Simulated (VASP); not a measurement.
# W (Im-3m) in VASP: notebook

Runs on W. Level: r2SCAN. Tasks: single point, relaxation of cell and atoms.

Everything below comes from runs of VASP 6.6.1. Logs are shortened: lines on timing, memory, paths and dates and some standing lists are left out, and cuts for length are marked.

## 1. The cell of the first run

It takes space group Im-3m (No. 229, cubic). The conventional cell has a = 3.159 Å, b = 3.159 Å, c = 3.159 Å, α = 90.00°, β = 90.00°, γ = 90.00°. W (site symmetry m-3m) has 14 W at 2.74 to 3.16 Å within 3.6 Å.

## 2. Single point, r2SCAN

Contents of POSCAR:

```
W
1.0
   -1.5793117489      1.5793117489      1.5793117489
    1.5793117489     -1.5793117489      1.5793117489
    1.5793117489      1.5793117489     -1.5793117489
W
1
Direct
    0.0000000000      0.0000000000      0.0000000000
```

Contents of INCAR.step1:

```
ALGO = Normal
EDIFF = 1E-4
ENCUT = 520
GGA = PE
ISMEAR = 0
LASPH = True
LCHARG = False
LREAL = False
LWAVE = True
NBANDS = 13
NELM = 60
PREC = Accurate
SIGMA = 0.1
```

Contents of INCAR.step2:

```
ALGO = Normal
EDIFF = 1E-7
ENCUT = 520
ISIF = 2
ISMEAR = 0
ISTART = 1
LASPH = True
LCHARG = False
LMIXTAU = True
LREAL = False
LWAVE = False
METAGGA = R2SCAN
NBANDS = 13
NELM = 60
PREC = Accurate
SIGMA = 0.1
```

Contents of KPOINTS:

```
k-points
0
Gamma
  18 18 18
```

Potentials or basis: VASP PAW PBE potentials, release 64 (W_sv).

On the command line:

```bash
$ cat potpaw_PBE.64/W_sv/POTCAR > POTCAR
$ cp INCAR.step1 INCAR
$ mpirun -np 1 vasp_std > vasp.out
$ cp INCAR.step2 INCAR
$ mpirun -np 1 vasp_std > vasp.out
```

OUTCAR:

```text
EDIFF = 1E-7
   ENCUT = 520
   ISIF = 2
   ISMEAR = 0
   ISTART = 1
   LASPH = True
   LREAL = False
   METAGGA = R2SCAN
   NELM = 60
   PREC = Accurate

 ion  position               nearest neighbor table
   1  0.000  0.000  0.000-

  LATTYP: Found a body centered cubic cell.
 ALAT       =     3.1586234978

  Lattice vectors:

 A1 = (  -1.5793117489,   1.5793117489,   1.5793117489)
 A2 = (   1.5793117489,  -1.5793117489,   1.5793117489)
 A3 = (   1.5793117489,   1.5793117489,  -1.5793117489)

Analysis of symmetry for initial positions (statically):
=====================================================================
 Subroutine PRICEL returns:
 Original cell was already a primitive cell.

 Routine SETGRP: Setting up the symmetry group for a
 body centered cubic supercell.

 Subroutine GETGRP returns: Found 48 space group operations
 (whereof 48 operations were pure point group operations)
 out of a pool of 48 trial point group operations.

The static configuration has the point symmetry O_h .

Analysis of symmetry for dynamics (positions and initial velocities):
=====================================================================
 Subroutine PRICEL returns:
 Original cell was already a primitive cell.

 Routine SETGRP: Setting up the symmetry group for a
 body centered cubic supercell.

 Subroutine GETGRP returns: Found 48 space group operations
 (whereof 48 operations were pure point group operations)
 out of a pool of 48 trial point group operations.

The dynamic configuration has the point symmetry O_h .

 Subroutine INISYM returns: Found 48 space group operations
 (whereof 48 operations are pure point group operations),
 and found     1 'primitive' translations

----------------------------------------------------------------------------------------

                                     Primitive cell

  volume of cell :      15.7566

  direct lattice vectors                    reciprocal lattice vectors
    -1.579311749  1.579311749  1.579311749     0.000000000  0.316593605  0.316593605
     1.579311749 -1.579311749  1.579311749     0.316593605  0.000000000  0.316593605
     1.579311749  1.579311749 -1.579311749     0.316593605  0.316593605  0.000000000

  length of vectors
     2.735448190  2.735448190  2.735448190     0.447730970  0.447730970  0.447730970

  position of ions in fractional coordinates (direct lattice)
     0.000000000  0.000000000  0.000000000

  ion indices of the primitive-cell ions
   primitive index   ion index
                 1           1

----------------------------------------------------------------------------------------

 KPOINTS: k-points

Automatic generation of k-mesh.
 Grid dimensions read from file:
 generate k-points for:   18   18   18

 Generating k-lattice:

  Cartesian coordinates                     Fractional coordinates (reciprocal lattice)
     0.000000000  0.017588534  0.017588534     0.055555556  0.000000000  0.000000000
     0.017588534  0.000000000  0.017588534     0.000000000  0.055555556  0.000000000
     0.017588534  0.017588534  0.000000000     0.000000000  0.000000000  0.055555556

  Length of vectors
     0.024873943  0.024873943  0.024873943

  Shift w.r.t. Gamma in fractional coordinates (k-lattice)
     0.000000000  0.000000000  0.000000000

 Subroutine IBZKPT returns following result:
 ===========================================

 Found    195 irreducible k-points:

 Following reciprocal coordinates:
            Coordinates               Weight
  0.000000  0.000000  0.000000      1.000000
  0.055556  0.000000  0.000000     12.000000
  0.111111  0.000000  0.000000     12.000000
  0.166667  0.000000  0.000000     12.000000
  0.222222  0.000000  0.000000     12.000000
  0.277778  0.000000  0.000000     12.000000
[... 16 lines left out ...]
  0.333333  0.111111  0.000000     48.000000
  0.388889  0.111111  0.000000     48.000000
 [... further k-points ...]
   k-points           NKPTS =    195   k-points in BZ     NKDIM =    195   number of bands    NBANDS=     13
   number of dos      NEDOS =    301   number of ions     NIONS =      1
   total plane-waves  NPLWV =   8000
   dimension x,y,z NGX =    20 NGY =   20 NGZ =   20
   dimension x,y,z NGXF=    40 NGYF=   40 NGZF=   40
   ions per type =               1
   NGX,Y,Z   is equivalent  to a cutoff of  12.15, 12.15, 12.15 a.u.
   NGXF,Y,Z  is equivalent  to a cutoff of  24.31, 24.31, 24.31 a.u.
 SYSTEM =  unknown system
   PREC   = accura    normal or accurate (medium, high low for compatibility)
   ISTART =      1    job   : 0-new  1-cont  2-samecut
   ICHARG =      0    charge: 1-file 2-atom 10-const
   ISPIN  =      1    spin polarized calculation?
   LNONCOLLINEAR =      F non collinear calculations
   LSORBIT =      F    spin-orbit coupling
   LASPH  =      T    aspherical Exc in radial PAW
   ENCUT  =  520.0 eV  38.22 Ry    6.18 a.u.   5.09  5.09  5.09*2*pi/ulx,y,z
   NELM   =     60;   NELMIN=  2; NELMDL=  0     # of ELM steps
   EDIFF  = 0.1E-06   stopping-criterion for ELM
   LREAL  =      F    real-space projection
   EDIFFG = 0.1E-05   stopping-criterion for IOM
   NSW    =      0    number of steps for IOM
   IBRION =     -1    ionic relax: 0-MD 1-quasi-New 2-CG
   NFREE  =      0    steps in history (QN), initial steepest desc. (CG)
   ISIF   =      2    stress and relaxation
   ISYM   =      2    0-nonsym 1-usesym 2-fastsym
   POTIM  = 0.5000    time-step for ionic-motion
   TEBEG  =    0.0;   TEEND  =   0.0 temperature during run
   PSTRESS=    0.0 pullay stress
   NELECT =      14.0000    total number of electrons
   NUPDOWN=      -1.0000    fix difference up-down
   EMIN   =  10.00;   EMAX   =-10.00  energy-range for DOS
   EFERMI =   0.00;   METHOD = LEGACY
   ISMEAR =     0;   SIGMA  =   0.10  broadening in eV -4-tet -1-fermi 0-gaus
   EFERMI_NEDOS =   21; number of points for ismear=-14 and -15
   IALGO  =     38    algorithm
   IMIX   =      4    mixing-type and parameters
     AMIX     =   0.40;   BMIX     =  1.00
     AMIX_MAG =   1.60;   BMIX_MAG =  1.00
  volume/ion in A,a.u.               =      15.76       106.33
  Fermi-wavevector in a.u.,A,eV,Ry     =   1.573849  2.974143 33.701627  2.477000
  Thomas-Fermi vector in A             =   2.675071
   LORBIT       =      0    0 simple, 1 ext, 2 COOP (PROOUT), +10 PAW based schemes
   METAGGA = R2SCAN    functional components
   LHFCALC =     F    Hartree Fock is set to
   AEXX    =    0.0000 exact exchange contribution
   IVDW    =     0    specifies the selected vdW correction
   LEPSILON=     F    determine dielectric tensor
   LRPA    =     F    only Hartree local field effects (RPA)
 non-spin polarized calculation
 Gauss-broadening in eV      SIGMA  =   0.10
  energy-cutoff  :      520.00
  volume of cell :       15.76
 maximum number of plane-waves:       438
   NGX = 11   NGY = 11   NGZ = 11

 number of electron      14.0000004 magnetization

 Free energy of the ion-electron system (eV)
  ---------------------------------------------------
  ext. energy  EPLUGINS =         0.00000000
  ---------------------------------------------------
  free energy    TOTEN  =       -51.34494293 eV

  energy without entropy =      -51.34145009  energy(sigma->0) =      -51.34319651

 E-fermi :  11.3711     XC(G=0): -14.9973

 val. band max:       11.3602635055   @ k =  -0.1667   0.1667   0.0556
 cond. band min:      11.3831138112   @ k =  -0.3889   0.3889   0.2778
 fundamental gap:      0.0228503057
 Fermi energy:        11.3711266417

 k-point     1 :       0.0000    0.0000    0.0000
  band No.  band energies     occupation
      1     -64.7222      2.00000
      2     -27.5729      2.00000
      3     -27.5729      2.00000
      4     -27.5729      2.00000
      5       1.2144      2.00000
      6      10.0867      2.00000
      7      10.0867      2.00000
      8      10.0867      2.00000
      9      13.9573      0.00000
     10      13.9573      0.00000
     11      26.6491      0.00000
     12      26.6491      0.00000
     13      26.6491      0.00000

 k-point     2 :       0.0556    0.0000    0.0000
  band No.  band energies     occupation
      1     -64.7175      2.00000
      2     -27.6188      2.00000
      3     -27.5871      2.00000
      4     -27.5731      2.00000
      5       1.3721      2.00000
      6       9.9890      2.00000
      7      10.0640      2.00000
      8      10.2383      2.00000
      9      13.7969      0.00000
     10      13.9565      0.00000
     11      26.7846      0.00000
     12      26.9178      0.00000
     13      27.0352      0.00000

 k-point     3 :       0.1111    0.0000    0.0000
  band No.  band energies     occupation
      1     -64.7042      2.00000
      2     -27.7495      2.00000
      3     -27.6276      2.00000
      4     -27.5738      2.00000
      5       1.8276      2.00000
      6       9.7192      2.00000
      7       9.9684      2.00000
      8      10.6877      2.00000
      9      13.4512      0.00000
     10      13.9622      0.00000
     11      27.1231      0.00000
     12      27.6986      0.00000
     13      28.0137      0.00000

 k-point     4 :       0.1667    0.0000    0.0000
  band No.  band energies     occupation
      1     -64.6836      2.00000
      2     -27.9457      2.00000
      3     -27.6891      2.00000
      4     -27.5749      2.00000
      5       2.5239      2.00000
      6       9.3347      2.00000
      7       9.7583      2.00000
      8      11.4192      0.49627
      9      13.1884      0.00000
     10      13.9950      0.00000
     11      27.4187      0.00000
     12      28.9277      0.00000
     13      29.0491      0.00000

 k-point     5 :       0.2222    0.0000    0.0000
  band No.  band energies     occupation
      1     -64.6583      2.00000
      2     -28.1801      2.00000
      3     -27.7638      2.00000
      4     -27.5762      2.00000
      5       3.3504      2.00000
      6       8.9024      2.00000
      7       9.4984      2.00000
      8      12.4053      0.00000
      9      13.1644      0.00000
     10      14.0760      0.00000
     11      27.2369      0.00000
     12      29.1910      0.00000
     13      30.5259      0.00000
[... 257 lines left out ...]
 k-point    22 :       0.2778    0.1111    0.0000
  band No.  band energies     occupation
      1     -64.5990      2.00000
      2     -28.6419      2.00000
      3     -27.9437      2.00000
      4     -27.6384      2.00000
      5       5.0532      2.00000
      6       8.1566      2.00000
      7       9.2600      2.00000
      8      13.2392      0.00000
      9      14.7005      0.00000
     10      15.6398      0.00000
     11      25.3468      0.00000
     12      26.8389      0.00000
     13      31.5088      0.00000

 k-point    23 :       0.3333    0.1111    0.0000
  band No.  band energies     occupation
      1     -64.5794      2.00000
      2     -28.7911      2.00000
      3     -28.0158      2.00000
      4     -27.6411      2.00000
      5       5.2336      2.00000
      6       7.9088      2.00000
      7       9.9316      2.00000
      8      13.5351      0.00000
      9      14.8459      0.00000
     10      16.9871      0.00000
     11      24.1059      0.00000
     12      25.4457      0.00000
     13      30.1362      0.00000

 k-point    24 :       0.3889    0.1111    0.0000
  band No.  band energies     occupation
      1     -64.5666      2.00000
      2     -28.8869      2.00000
      3     -28.0628      2.00000
      4     -27.6428      2.00000
      5       5.2335      2.00000
      6       7.7568      2.00000
      7      10.6733      2.00000
      8      13.6441      0.00000
      9      15.0629      0.00000
     10      18.0691      0.00000
     11      22.9866      0.00000
     12      24.6088      0.00000
     13      29.0697      0.00000

 [... further k-points ...]
[... 5 lines left out ...]
  --------------------------------------------------------------------------------------
  -------------------------------------------------------------------------------------
  Total        0.4232188      0.4232188      0.4232188      0.0000000      0.0000000      0.0000000
  in kB       43.0340233     43.0340233     43.0340233      0.0000000      0.0000000      0.0000000
  external PRESSURE =      43.0340233 kB  Pullay stress =       0.0000000 kB

 VOLUME and BASIS-vectors are now :
 -----------------------------------------------------------------------------
  energy-cutoff  :      520.00
  volume of cell :       15.76
      direct lattice vectors                 reciprocal lattice vectors
    -1.579311749  1.579311749  1.579311749     0.000000000  0.316593605  0.316593605
     1.579311749 -1.579311749  1.579311749     0.316593605  0.000000000  0.316593605
     1.579311749  1.579311749 -1.579311749     0.316593605  0.316593605  0.000000000

 POSITION                                       TOTAL-FORCE (eV/Angst)
 -----------------------------------------------------------------------------------
      0.00000      0.00000      0.00000         0.000000      0.000000      0.000000
 -----------------------------------------------------------------------------------
    total drift:                                0.000000     -0.000000      0.000000

  FREE ENERGIE OF THE ION-ELECTRON SYSTEM (eV)
  ---------------------------------------------------
  free  energy   TOTEN  =       -51.3449429338 eV

  energy  without entropy=      -51.3414500858  energy(sigma->0) =      -51.34319651
```

It took 99 s on 1 thread of AMD EPYC 9R14 (Zen 4), shared host; peak memory 0.12 GiB.

Results:

```
Free energy            : -51.3449 eV
Pressure               : 4.3 GPa
Band gap on the k mesh : zero (band 7 reaches 16.76 eV, above the bottom of band 8 at 10.09 eV)
```

Caveat: the PAW data sets were made with another functional, which shifts forces and pressure a little; spin-orbit coupling is left out, which moves the levels of the heavy elements.

## 3. Single point, r2SCAN

This run uses another cell than the first one, of 15.90 Å³/atom, 1.009 times its volume.

Contents of POSCAR:

```
W
1.0
   -1.5842005351      1.5842005351      1.5842005351
    1.5842005351     -1.5842005351      1.5842005351
    1.5842005351      1.5842005351     -1.5842005351
W
1
Direct
    0.0000000000      0.0000000000      0.0000000000
```

Contents of INCAR.step1:

```
ALGO     = Normal         # electronic algorithm
EDIFF    = 1E-4           # SCF threshold, eV
ENCUT    = 520            # plane-wave cutoff, eV
GGA      = PE             # functional
ISMEAR   = 0              # smearing method
LASPH    = True           # aspherical terms in the spheres
LCHARG   = False          # write CHGCAR
LREAL    = False          # projectors in reciprocal space
LWAVE    = True           # write WAVECAR
NBANDS   = 13             # bands
NELM     = 100            # most SCF steps
PREC     = Accurate       # precision mode
SIGMA    = 0.1            # smearing width, eV
```

Contents of INCAR.step2:

```
ALGO     = Normal         # electronic algorithm
EDIFF    = 1E-6           # SCF threshold, eV
ENCUT    = 520            # plane-wave cutoff, eV
ISIF     = 2              # what is computed and relaxed
ISMEAR   = 0              # smearing method
ISTART   = 1            
LASPH    = True           # aspherical terms in the spheres
LCHARG   = True           # write CHGCAR
LELF     = True           # ELF
LMIXTAU  = True         
LREAL    = False          # projectors in reciprocal space
LVHAR    = True         
LWAVE    = False          # write WAVECAR
METAGGA  = R2SCAN         # meta-GGA
NBANDS   = 13             # bands
NELM     = 100            # most SCF steps
PREC     = Accurate       # precision mode
SIGMA    = 0.1            # smearing width, eV
```

KPOINTS is that of step 2.

Potentials or basis: VASP PAW PBE potentials, release 64 (W_sv).

On the command line:

```bash
$ cat potpaw_PBE.64/W_sv/POTCAR > POTCAR
$ cp INCAR.step1 INCAR
$ mpirun -np 1 vasp_std > vasp.out
$ cp INCAR.step2 INCAR
$ mpirun -np 1 vasp_std > vasp.out
```

It took 83 s on 1 thread of AMD EPYC 9R14 (Zen 4), shared host; peak memory 0.12 GiB.

The run converged. Its results:

```
Free energy            : -51.3476 eV
Pressure               : 1.2 GPa
Band gap on the k mesh : zero (band 7 reaches 16.56 eV, above the bottom of band 8 at 9.97 eV)
```

Levels at points of the mesh, in eV from the Fermi level:
| k point | band 4 | band 5 | band 6 | band 7 | band 8 | band 9 | band 10 | band 11 |
| --- | --- | --- | --- | --- | --- | --- | --- | --- |
| (0.00, 0.00, 0.00) | -38.97 | -10.10 | -1.27 | -1.27 | -1.27 | 2.57 | 2.57 | 15.26 |
| (0.50, 0.00, 0.00) | -38.98 | -6.53 | -3.73 | 0.52 | 2.40 | 3.45 | 6.32 | 11.62 |
| (0.50, 0.50, 0.50) | -39.92 | -5.98 | -5.98 | 5.32 | 5.32 | 5.32 | 8.53 | 8.53 |

Caveat: the PAW data sets were made with another functional, which shifts forces and pressure a little; spin-orbit coupling is left out, which moves the levels of the heavy elements.

## 4. Single point, r2SCAN

This run uses another cell than the first one, of 16.06 Å³/atom, 1.019 times its volume.

Contents of POSCAR:

```
W
1.0
   -1.5892975670      1.5892975670      1.5892975670
    1.5892975670     -1.5892975670      1.5892975670
    1.5892975670      1.5892975670     -1.5892975670
W
1
Direct
    0.0000000000      0.0000000000      0.0000000000
```

Contents of INCAR.step1:

```
  ALGO = Normal
  EDIFF = 1E-4
  ENCUT = 520
  GGA = PE
  ISMEAR = 0
  LASPH = True
  LCHARG = False
  LREAL = False
  LWAVE = True
  NBANDS = 13
  NELM = 60
  PREC = Accurate
  SIGMA = 0.1
```

Contents of INCAR.step2:

```
  ALGO = Normal
  EDIFF = 1E-6
  ENCUT = 520
  ISIF = 2
  ISMEAR = 0
  ISTART = 1
  LASPH = True
  LCHARG = False
  LMIXTAU = True
  LREAL = False
  LWAVE = False
  METAGGA = R2SCAN
  NBANDS = 13
  NELM = 60
  PREC = Accurate
  SIGMA = 0.1
```

KPOINTS is that of step 3.

On the command line:

```bash
$ cat potpaw_PBE.64/W_sv/POTCAR > POTCAR
$ cp INCAR.step1 INCAR
$ mpirun -np 1 vasp_std > vasp.out
$ cp INCAR.step2 INCAR
$ mpirun -np 1 vasp_std > vasp.out
```

It took 82 s on 1 thread of AMD EPYC 9R14 (Zen 4), shared host; peak memory 0.12 GiB.

Results (log left out):

- Free energy: -51.3474 eV
- Pressure: -1.8 GPa
- Band gap on the k mesh: zero (band 7 reaches 16.35 eV, above the bottom of band 8 at 9.85 eV)

Levels at points of the mesh, in eV from the Fermi level:
| k point | band 4 | band 5 | band 6 | band 7 | band 8 | band 9 | band 10 | band 11 |
| --- | --- | --- | --- | --- | --- | --- | --- | --- |
| (0.00, 0.00, 0.00) | -39.00 | -10.05 | -1.25 | -1.25 | -1.25 | 2.54 | 2.54 | 15.24 |
| (0.50, 0.00, 0.00) | -39.01 | -6.47 | -3.68 | 0.49 | 2.37 | 3.41 | 6.23 | 11.46 |
| (0.50, 0.50, 0.50) | -39.92 | -5.90 | -5.90 | 5.25 | 5.25 | 5.25 | 8.45 | 8.45 |

Caveat: the PAW data sets were made with another functional, which shifts forces and pressure a little; spin-orbit coupling is left out, which moves the levels of the heavy elements.

(Part 1 of 2 ends here.)
